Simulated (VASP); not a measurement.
# NaF (I4/mmm) in VASP: further runs

The runs below take NaF through single point, with LDA.

Program: VASP 6.6.1. These are calculated values, not measurements. Logs are shortened: lines on timing, memory, paths and dates and some standing lists are left out, and cuts for length are marked.

### Step 1. The cell of the first run

The structure is tetragonal, space group I4/mmm (No. 139). Conventional cell: a = 3.368 Å, b = 3.368 Å, c = 4.414 Å, α = 90.00°, β = 90.00°, γ = 90.00°. Na (site symmetry 4/mmm) has 6 F at 2.21 to 2.38 Å within 2.9 Å. F (site symmetry 4/mmm) has 6 Na at 2.21 to 2.38 Å within 2.9 Å.

### Step 2. Single point, LDA (strain +0.025 along x and y, -0.050 along z)

INCAR

```
PREC = Accurate ; ENCUT = 520
EDIFF = 1E-6 ; ISMEAR = 0
SIGMA = 0.05 ; LREAL = False
LASPH = True ; NELM = 80
ALGO = Normal ; ISIF = 2
LWAVE = False ; LCHARG = False
GGA = CA ; NBANDS = 14
```

KPOINTS

```
Automatic mesh
0
Gamma
  8 8 8
```

POSCAR

```
NaF
1.0
    0.0000000000      2.3813825000      2.2071350000
    2.3813825000      0.0000000000      2.2071350000
    2.3813825000      2.3813825000      0.0000000000
Na F
1 1
Direct
    0.0000000000      0.0000000000      0.0000000000
    0.5000000000      0.5000000000      0.5000000000
```

Potentials or basis: VASP PAW LDA potentials, release 64 (Na_pv, F).

Started as:

```
cat potpaw_LDA.64/Na_pv/POTCAR potpaw_LDA.64/F/POTCAR > POTCAR
mpirun -np 1 vasp_std > vasp.out
```

OUTCAR:

```text
PREC = Accurate
   ENCUT = 520
   EDIFF = 1E-6
   ISMEAR = 0
   LREAL = False
   LASPH = True
   NELM = 80
   ISIF = 2
   GGA = CA

 ion  position               nearest neighbor table
   1  0.000  0.000  0.000-   2 2.21   2 2.21
   2  0.500  0.500  0.500-   1 2.21   1 2.21

  LATTYP: Found a body centered tetragonal cell.
 ALAT       =     3.3677834287
 C/A-ratio  =     1.3107345212

  Lattice vectors:

 A1 = (   0.0000000000,  -2.3813825000,  -2.2071350000)
 A2 = (   0.0000000000,   2.3813825000,  -2.2071350000)
 A3 = (   2.3813825000,   0.0000000000,   2.2071350000)

Analysis of symmetry for initial positions (statically):
=====================================================================
 Subroutine PRICEL returns:
 Original cell was already a primitive cell.

 Routine SETGRP: Setting up the symmetry group for a
 body centered tetragonal supercell.

 Subroutine GETGRP returns: Found 16 space group operations
 (whereof 16 operations were pure point group operations)
 out of a pool of 16 trial point group operations.

The static configuration has the point symmetry D_4h.

Analysis of symmetry for dynamics (positions and initial velocities):
=====================================================================
 Subroutine PRICEL returns:
 Original cell was already a primitive cell.

 Routine SETGRP: Setting up the symmetry group for a
 body centered tetragonal supercell.

 Subroutine GETGRP returns: Found 16 space group operations
 (whereof 16 operations were pure point group operations)
 out of a pool of 16 trial point group operations.

The dynamic configuration has the point symmetry D_4h.

 Subroutine INISYM returns: Found 16 space group operations
 (whereof 16 operations are pure point group operations),
 and found     1 'primitive' translations

----------------------------------------------------------------------------------------

                                     Primitive cell

  volume of cell :      25.0332

  direct lattice vectors                    reciprocal lattice vectors
     0.000000000  2.381382500  2.207135000    -0.209962070  0.209962070  0.226538023
     2.381382500  0.000000000  2.207135000     0.209962070 -0.209962070  0.226538023
     2.381382500  2.381382500  0.000000000     0.209962070  0.209962070 -0.226538023

  length of vectors
     3.246910458  3.246910458  3.367783429     0.373480412  0.373480412  0.373480412
[... 89 lines left out ...]
   POTIM  = 0.5000    time-step for ionic-motion
   TEBEG  =    0.0;   TEEND  =   0.0 temperature during run
   PSTRESS=    0.0 pullay stress
   NELECT =      14.0000    total number of electrons
   NUPDOWN=      -1.0000    fix difference up-down
   EMIN   =  10.00;   EMAX   =-10.00  energy-range for DOS
   EFERMI =   0.00;   METHOD = LEGACY
   ISMEAR =     0;   SIGMA  =   0.05  broadening in eV -4-tet -1-fermi 0-gaus
   EFERMI_NEDOS =   21; number of points for ismear=-14 and -15
   IALGO  =     38    algorithm
   IMIX   =      4    mixing-type and parameters
     AMIX     =   0.40;   BMIX     =  1.00
     AMIX_MAG =   1.60;   BMIX_MAG =  1.00
  volume/ion in A,a.u.               =      12.52        84.47
  Fermi-wavevector in a.u.,A,eV,Ry     =   1.348792  2.548848 24.752275  1.819241
  Thomas-Fermi vector in A             =   2.476432
   LORBIT       =      0    0 simple, 1 ext, 2 COOP (PROOUT), +10 PAW based schemes
   GGA     = CA    functional components
   LHFCALC =     F    Hartree Fock is set to
   AEXX    =    0.0000 exact exchange contribution
   IVDW    =     0    specifies the selected vdW correction
   LEPSILON=     F    determine dielectric tensor
   LRPA    =     F    only Hartree local field effects (RPA)
 non-spin polarized calculation
 Gauss-broadening in eV      SIGMA  =   0.05
  energy-cutoff  :      520.00
  volume of cell :       25.03
 maximum number of plane-waves:       688
   NGX = 13   NGY = 13   NGZ = 13

 number of electron      13.9999986 magnetization

 Free energy of the ion-electron system (eV)
  ---------------------------------------------------
  ext. energy  EPLUGINS =         0.00000000
  ---------------------------------------------------
  free energy    TOTEN  =        -9.27894073 eV

  energy without entropy =       -9.27894073  energy(sigma->0) =       -9.27894073

 E-fermi :  -2.2521     XC(G=0):  -9.9044

 val. band max:       -2.5376329996   @ k =   0.0000   0.0000   0.0000
 cond. band min:       3.3724563756   @ k =   0.0000   0.0000   0.0000
 fundamental gap:      5.9100893752
 Fermi energy:        -2.2521319883

 k-point     1 :       0.0000    0.0000    0.0000
  band No.  band energies     occupation
      1     -21.3047      2.00000
      2     -21.3047      2.00000
      3     -21.2965      2.00000
      4     -21.2899      2.00000
      5      -2.5469      2.00000
      6      -2.5376      2.00000
      7      -2.5376      2.00000
      8       3.3725      0.00000
      9      15.8269      0.00000
     10      15.8269      0.00000
     11      16.3712      0.00000
     12      18.8135      0.00000
     13      19.9001      0.00000
     14      22.1368      0.00000
[... 377 lines left out ...]
      1     -21.9349      2.00000
      2     -21.3283      2.00000
      3     -21.3126      2.00000
      4     -20.5358      2.00000
      5      -3.7966      2.00000
      6      -2.8410      2.00000
      7      -2.7646      2.00000
      8       6.5685      0.00000
      9      11.0765      0.00000
     10      15.7118      0.00000
     11      17.0331      0.00000
     12      17.8870      0.00000
     13      21.1941      0.00000
     14      22.7628      0.00000

 [... further k-points ...]

------------------------ aborting loop because EDIFF is reached ----------------------------------------

  FORCE on cell =-STRESS in cart. coord.  units (eV):
  Direction    XX          YY          ZZ          XY          YZ          ZX
  --------------------------------------------------------------------------------------
  -------------------------------------------------------------------------------------
  Total       -0.9255130     -0.9255130      0.0136200      0.0000000      0.0000000      0.0000000
  in kB      -59.2346609    -59.2346609      0.8717064      0.0000000      0.0000000      0.0000000
  external PRESSURE =     -39.1992051 kB  Pullay stress =       0.0000000 kB

 VOLUME and BASIS-vectors are now :
 -----------------------------------------------------------------------------
  energy-cutoff  :      520.00
  volume of cell :       25.03
      direct lattice vectors                 reciprocal lattice vectors
     0.000000000  2.381382500  2.207135000    -0.209962070  0.209962070  0.226538023
     2.381382500  0.000000000  2.207135000     0.209962070 -0.209962070  0.226538023
     2.381382500  2.381382500  0.000000000     0.209962070  0.209962070 -0.226538023

 POSITION                                       TOTAL-FORCE (eV/Angst)
 -----------------------------------------------------------------------------------
      0.00000      0.00000      0.00000        -0.000000      0.000000      0.000000
      2.38138      2.38138      2.20714         0.000000     -0.000000     -0.000000
 -----------------------------------------------------------------------------------
    total drift:                                0.000000     -0.000000      0.000000

  FREE ENERGIE OF THE ION-ELECTRON SYSTEM (eV)
  ---------------------------------------------------
  free  energy   TOTEN  =        -9.2789407285 eV

  energy  without entropy=       -9.2789407285  energy(sigma->0) =       -9.27894073
```

OSZICAR:

```text
N       E                     dE             d eps       ncg     rms          rms(c)
DAV:   1     0.104674110326E+03    0.10467E+03   -0.76698E+03  1690   0.119E+03
DAV:   2    -0.502867914659E+01   -0.10970E+03   -0.10175E+03  1784   0.329E+02
DAV:   3    -0.101038224619E+02   -0.50751E+01   -0.50652E+01  2078   0.658E+01
DAV:   4    -0.101421685320E+02   -0.38346E-01   -0.38345E-01  1856   0.613E+00
DAV:   5    -0.101425250175E+02   -0.35649E-03   -0.35648E-03  2108   0.591E-01    0.511E+00
DAV:   6    -0.932543196064E+01    0.81709E+00   -0.28847E+00  2002   0.151E+01    0.182E+00
DAV:   7    -0.929508975505E+01    0.30342E-01   -0.36666E-02  1700   0.198E+00    0.984E-01
DAV:   8    -0.927896037254E+01    0.16129E-01   -0.23948E-02  1854   0.328E+00    0.147E-01
DAV:   9    -0.927905024662E+01   -0.89874E-04   -0.24711E-03  2120   0.457E-01    0.107E-01
DAV:  10    -0.927894120564E+01    0.10904E-03   -0.53928E-04  1832   0.202E-01    0.555E-03
DAV:  11    -0.927894082638E+01    0.37925E-06   -0.13804E-05  2012   0.839E-02    0.268E-03
DAV:  12    -0.927894072847E+01    0.97917E-07   -0.10331E-06  1532   0.131E-02
   1 F= -.92789407E+01 E0= -.92789407E+01  d E =-.806395E-18
```

stdout:

```text
POSCAR found type information on POSCAR NaF
 POSCAR found :  2 types and       2 ions
 scaLAPACK will be used
 LDA part: xc-table for (Slater(with rela. corr.)+CA(PZ))
 , standard interpolation
 POSCAR, INCAR and KPOINTS ok, starting setup
 FFT: planning ... GRIDC
 FFT: planning ... GRID_SOFT
 FFT: planning ... GRID
 WAVECAR not read
 entering main loop
```

Run time: 22 s. Hardware: 1 thread of Intel Xeon 8259CL, shared host; peak memory 0.13 GiB.

What came out:

* Free energy: -9.2789 eV
* Pressure: -3.9 GPa
* Band gap on the k mesh: 5.91 eV

Stress tensor (GPa, compression positive):
```
-5.92  0.00  0.00
 0.00 -5.92  0.00
 0.00  0.00  0.09
```

Caveat: the cell differs from its parent crystal (strain +0.025 along x and y, -0.050 along z); the cell stands under tension.

### Step 3. Single point, LDA (strain +0.025 along x and y, -0.025 along z)

INCAR

```
PREC = Accurate
ENCUT = 520
EDIFF = 1E-7
ISMEAR = 0
SIGMA = 0.05
LREAL = F
LASPH = T
NELM = 80
ALGO = Normal
ISIF = 2
LWAVE = F
LCHARG = F
NBANDS = 14
```

KPOINTS is that of step 2.

POSCAR

```
NaF
1.0
    0.0000000000      2.3813825000      2.2652175000
    2.3813825000      0.0000000000      2.2652175000
    2.3813825000      2.3813825000      0.0000000000
Na F
1 1
Direct
    0.0000000000      0.0000000000      0.0000000000
    0.5000000000      0.5000000000      0.5000000000
```

Potentials or basis: VASP PAW LDA potentials, release 64 (Na_pv, F).

Started as:

```
cat potpaw_LDA.64/Na_pv/POTCAR potpaw_LDA.64/F/POTCAR > POTCAR
mpirun -np 1 vasp_std > vasp.out
```

OUTCAR:

```text
PREC = Accurate
   ENCUT = 520
   EDIFF = 1E-7
   ISMEAR = 0
   LREAL = F
   LASPH = T
   NELM = 80
   ISIF = 2

 ion  position               nearest neighbor table
   1  0.000  0.000  0.000-   2 2.27   2 2.27
   2  0.500  0.500  0.500-   1 2.27   1 2.27

  LATTYP: Found a body centered tetragonal cell.
 ALAT       =     3.3677834287
 C/A-ratio  =     1.3452275349

  Lattice vectors:

[... 592 lines left out ...]

 [... further k-points ...]

------------------------ aborting loop because EDIFF is reached ----------------------------------------

  FORCE on cell =-STRESS in cart. coord.  units (eV):
  Direction    XX          YY          ZZ          XY          YZ          ZX
  --------------------------------------------------------------------------------------
  -------------------------------------------------------------------------------------
  Total       -1.0141694     -1.0141694     -0.5167482      0.0000000      0.0000000      0.0000000
  in kB      -63.2445129    -63.2445129    -32.2248846      0.0000000      0.0000000      0.0000000
  external PRESSURE =     -52.9046368 kB  Pullay stress =       0.0000000 kB

 VOLUME and BASIS-vectors are now :
 -----------------------------------------------------------------------------
  energy-cutoff  :      520.00
  volume of cell :       25.69
      direct lattice vectors                 reciprocal lattice vectors
     0.000000000  2.381382500  2.265217500    -0.209962070  0.209962070  0.220729356
     2.381382500  0.000000000  2.265217500     0.209962070 -0.209962070  0.220729356
     2.381382500  2.381382500  0.000000000     0.209962070  0.209962070 -0.220729356

 POSITION                                       TOTAL-FORCE (eV/Angst)
 -----------------------------------------------------------------------------------
      0.00000      0.00000      0.00000         0.000000      0.000000      0.000000
      2.38138      2.38138      2.26522         0.000000     -0.000000      0.000000
 -----------------------------------------------------------------------------------
    total drift:                                0.000000     -0.000000      0.000000

  FREE ENERGIE OF THE ION-ELECTRON SYSTEM (eV)
  ---------------------------------------------------
  free  energy   TOTEN  =        -9.2730841434 eV

  energy  without entropy=       -9.2730841434  energy(sigma->0) =       -9.27308414
```

OSZICAR:

```text
N       E                     dE             d eps       ncg     rms          rms(c)
DAV:   1     0.104243704862E+03    0.10424E+03   -0.76744E+03  1664   0.119E+03
DAV:   2    -0.505406230380E+01   -0.10930E+03   -0.10183E+03  1784   0.326E+02
DAV:   3    -0.100952354531E+02   -0.50412E+01   -0.50304E+01  2072   0.651E+01
DAV:   4    -0.101348562145E+02   -0.39621E-01   -0.39619E-01  1838   0.620E+00
DAV:   5    -0.101352391776E+02   -0.38296E-03   -0.38296E-03  2102   0.617E-01    0.509E+00
DAV:   6    -0.932054657326E+01    0.81469E+00   -0.29114E+00  1972   0.148E+01    0.185E+00
DAV:   7    -0.928945899453E+01    0.31088E-01   -0.37880E-02  1730   0.199E+00    0.985E-01
DAV:   8    -0.927310877881E+01    0.16350E-01   -0.24927E-02  1814   0.340E+00    0.148E-01
DAV:   9    -0.927319785472E+01   -0.89076E-04   -0.23958E-03  2120   0.478E-01    0.109E-01
DAV:  10    -0.927308584555E+01    0.11201E-03   -0.60842E-04  1820   0.199E-01    0.961E-03
DAV:  11    -0.927308422599E+01    0.16196E-05   -0.14989E-05  2016   0.858E-02    0.234E-03
DAV:  12    -0.927308414176E+01    0.84229E-07   -0.14757E-06  1874   0.152E-02    0.107E-03
DAV:  13    -0.927308414343E+01   -0.16701E-08   -0.19249E-07  1696   0.401E-03
   1 F= -.92730841E+01 E0= -.92730841E+01  d E =-.138430E-13
```

Wall time 25 s (1 thread of Intel Xeon 8259CL, shared host); peak memory 0.14 GiB.

Results:

```
Free energy            : -9.2731 eV
Pressure               : -5.3 GPa
Band gap on the k mesh : 5.78 eV
```

Caveat: the cell differs from its parent crystal (strain +0.025 along x and y, -0.025 along z); the cell stands under tension.

(Part 1 of 2 ends here.)
